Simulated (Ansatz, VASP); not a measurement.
# S in VASP and in Ansatz

INCAR

```
PREC     = Accurate       # precision mode
ENCUT    = 520            # plane-wave cutoff, eV
EDIFF    = 1E-6           # SCF threshold, eV
ISMEAR   = 0              # smearing method
SIGMA    = 0.15           # smearing width, eV
LREAL    = F              # projectors in reciprocal space
LASPH    = T              # aspherical terms in the spheres
NELM     = 100            # most SCF steps
ALGO     = Normal         # electronic algorithm
ISIF     = 2              # what is computed and relaxed
LWAVE    = F              # write WAVECAR
LCHARG   = F              # write CHGCAR
NBANDS   = 9              # bands
```

The input KPOINTS:

```
Automatic mesh
0
Gamma
  22 22 22
```

The input POSCAR:

```
S
1.0
    0.0000000000      2.1053702275      1.7895646934
    2.1053702275      0.0000000000      1.7895646934
    2.1053702275      2.1053702275      0.0000000000
S
1
Direct
    0.0000000000      0.0000000000      0.0000000000
```

Input for Ansatz:

```yaml
crystal:
  lattice:
    - [0.0, 2.1053702275, 1.7895646934]
    - [2.1053702275, 0.0, 1.7895646934]
    - [2.1053702275, 2.1053702275, 0.0]
  atoms:
    - { symbol: S, position: [0.0, 0.0, 0.0] }
basis:
  ecutwfc: 420
kpoints:
  mp_grid: { grid: [22, 22, 22] }
hamiltonian:
  xc: lda
scf:
  occupations: { method: gaussian, width: 0.15 }
output:
  forces: true
  stress: true
  eigenvalues: true
```

Alike in both runs: task single point; functional LDA; k mesh 22 × 22 × 22; occupations gaussian, width 0.15 eV; no spin polarisation.

```csv
,VASP,Ansatz
version,VASP 6.6.1,Ansatz 0.2.0
potentials or method,"VASP PAW LDA potentials, release 64 (S), cutoff 520 eV","scalar-relativistic, plane waves, PAW"
valence electrons in the cell,6,6
```

```csv
,VASP,Ansatz,Ansatz less VASP
gap on the k mesh at the Fermi level (eV),none,none,-
pressure (GPa),-6.6,-6.6,+0.03
"traceless stress, the component that is largest in VASP (GPa)",-8.00,-8.00,+0.004
```

LDA's correlation is that of Perdew and Zunger in VASP and of Perdew and Wang (1992) in Ansatz. A gap of «none» marks a metal or a gap that the smearing closes.
